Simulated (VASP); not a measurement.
SiC5, 6 atoms in the cell. It takes space group F-43m (No. 216, cubic). Conventional cell: a = 7.083 Å, b = 7.083 Å, c = 7.083 Å, α = 90.00°, β = 90.00°, γ = 90.00°. Within 3.9 Å of Si (site symmetry -43m) lie 16 C at 2.94 to 3.07 Å. Within 3.9 Å of C (site symmetry -43m) lie 12 C at 2.94 Å and 4 Si at 3.07 Å. Within 3.3 Å of C (site symmetry 3m) lie 9 C at 2.50 to 2.94 Å and 3 Si at 2.94 Å. The cell was generated, and may not be a known phase.

| Item | Value |
| --- | --- |
| Program | VASP 6.6.1 |
| Task | relaxation of cell and atoms |
| Functional | PBE |
| Potentials or basis | VASP PAW PBE potentials, release 64 (Si, C_h) |
| Cutoff | 1300 eV |
| k mesh | 4 × 4 × 4 |
| Occupations | gaussian, width 0.1 eV |
| Spin | no spin polarisation |
| Dipole correction | no |
| Further INCAR settings | ALGO = Normal; EDIFF = 1e-07; IBRION = 2; EDIFFG = -0.04; NSW = 90; ISIF = 3 |

Potentials or basis: VASP PAW PBE potentials, release 64 (Si, C_h).

Launch:

```bash
$ cat potpaw_PBE.64/Si/POTCAR potpaw_PBE.64/C_h/POTCAR > POTCAR
$ mpirun -np 1 vasp_std > vasp.out
```

Hardware: 1 thread of AMD EPYC 9R45 (Zen 5), on a shared host.

Q: How long does it take, and how much memory?

A: Run time: 14 min on 1 thread of AMD EPYC 9R45 (Zen 5) (shared host), peak memory 0.51 GiB. Counts: scf iterations 290, k points 8, ion steps 28.
